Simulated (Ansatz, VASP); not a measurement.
# C: VASP beside Ansatz

Contents of INCAR:

```
ALGO = Normal ; EDIFF = 1E-6
ENCUT = 520 ; GGA = PE
ISIF = 2 ; ISMEAR = 0
IVDW = 12 ; LASPH = T
LCHARG = F ; LREAL = F
LWAVE = F ; NBANDS = 16
NELM = 80 ; PREC = Accurate
SIGMA = 0.15
```

File KPOINTS:

```
k-points
0
Gamma
  21 21 8
```

The input POSCAR:

```
C
1.0
    2.4149974701      0.0000000000      0.0000000000
   -1.2074987351      2.0914491592      0.0000000000
    0.0000000000      0.0000000000      7.2336419223
C
4
Direct
    0.0000000000      0.0000000000      0.0025000000
    0.0000000000      0.0000000000      0.5025000000
    0.3333333333      0.6666666667      0.0025000000
    0.6666666667      0.3333333333      0.5025000000
```

Input for Ansatz:

```yaml
crystal:
  lattice:
    - [2.4149974701, 0.0, 0.0]
    - [-1.2074987351, 2.0914491592, 0.0]
    - [0.0, 0.0, 7.2336419223]
  atoms:
    - { symbol: C, position: [0.0, 0.0, 0.0025] }
    - { symbol: C, position: [0.0, 0.0, 0.5025] }
    - { symbol: C, position: [0.3333333333, 0.6666666667, 0.0025] }
    - { symbol: C, position: [0.6666666667, 0.3333333333, 0.5025] }
basis:
  ecutwfc: 520.0
kpoints:
  mp_grid: { grid: [21, 21, 8] }
hamiltonian:
  xc: pbe
  pseudopotentials: { kind: paw, azcp: { folder: soft_1 } }
  dispersion: d3bj
scf:
  occupations: { method: gaussian, width: 0.15 }
output:
  forces: true
  stress: true
  eigenvalues: true
```

Alike in both runs: task single point; functional PBE; dispersion D3(BJ); k mesh 21 × 21 × 8; occupations gaussian, width 0.15 eV; no spin polarisation.

```csv
,VASP,Ansatz
version,VASP 6.6.1,Ansatz 0.2.0
potentials or method,"VASP PAW PBE potentials, release 64 (C), cutoff 520 eV","scalar-relativistic, plane waves, PAW"
valence electrons in the cell,16,16
```

|  | VASP | Ansatz | Ansatz less VASP |
| --- | --- | --- | --- |
| gap on the k mesh at the Fermi level (eV) | none | none | - |
| pressure (GPa) | 18.3 | 17.9 | -0.43 |
| traceless stress, the component that is largest in VASP (GPa) | -20.01 | -19.49 | +0.519 |

A gap of «none» marks a metal or a gap that the smearing closes.
